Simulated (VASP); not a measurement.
A run of VASP 6.6.1:

The input INCAR:

```
  PREC = Accurate
  ENCUT = 520
  EDIFF = 1E-6
  ISMEAR = 0
  SIGMA = 0.05
  LREAL = Auto
  LASPH = True
  NELM = 60
  ALGO = Normal
  ISIF = 2
  LWAVE = False
  LCHARG = True
  LDIPOL = True
  IDIPOL = 3
  DIPOL = 0.5 0.5 0.298
  LELF = True
  LVHAR = True
  LVACPOTAV = True
  NBANDS = 68
```

KPOINTS

```
regular mesh
0
Gamma
  6 4 1
```

Contents of POSCAR:

```
HC12
1.0
    4.8892663280      0.0000000000      0.0000000000
   -2.4446331640      6.7739291692      0.0000000000
    0.0000000000      0.0000000000     22.7684096771
C H
24 2
Direct
    0.4020794403      0.3041588806      0.1756820110
    0.4020794403      0.8041588805      0.1756820110
    0.9020794403      0.3041588806      0.1756820110
    0.9020794403      0.8041588805      0.1756820110
    0.1630408159      0.3260816317      0.2059829668
    0.1630408159      0.8260816317      0.2059829668
    0.6630408159      0.3260816317      0.2059829668
    0.6630408159      0.8260816317      0.2059829668
    0.1846395683      0.3692791367      0.2666259491
    0.1846395683      0.8692791367      0.2666259491
    0.6846395683      0.3692791367      0.2666259491
    0.6846395683      0.8692791367      0.2666259491
    0.4461625696      0.3923265051      0.2960492075
    0.4461625696      0.8923265051      0.2960492075
    0.9461625696      0.3923265051      0.2960492075
    0.9461625696      0.8923265051      0.2960492075
    0.4715644646      0.4431294558      0.3591099590
    0.4715644646      0.9431294558      0.3591099590
    0.9715644646      0.4431294558      0.3591099590
    0.9715644646      0.9431294558      0.3591099590
    0.2327030006      0.4654044969      0.3851129614
    0.2327030006      0.9654044969      0.3851129614
    0.7327030006      0.4654044969      0.3851129614
    0.7327030006      0.9654044969      0.3851129614
    0.2327030006      0.8834082800      0.4993062686
    0.2327030006      1.0474007138      0.4993062686
```

Potentials or basis: VASP PAW LDA potentials, release 64 (C, H).

Command:

```bash
$ cat potpaw_LDA.64/C/POTCAR potpaw_LDA.64/H/POTCAR > POTCAR
$ mpirun -np 1 vasp_std > vasp.out
```

Hardware: 1 thread of Intel Xeon 8259CL (shared host).

Question: How long does it take, and how much memory?

Answer: It took 49 min on 1 thread of Intel Xeon 8259CL (shared host), peak memory 0.8 GiB. Counts: scf iterations 33, k points 14.
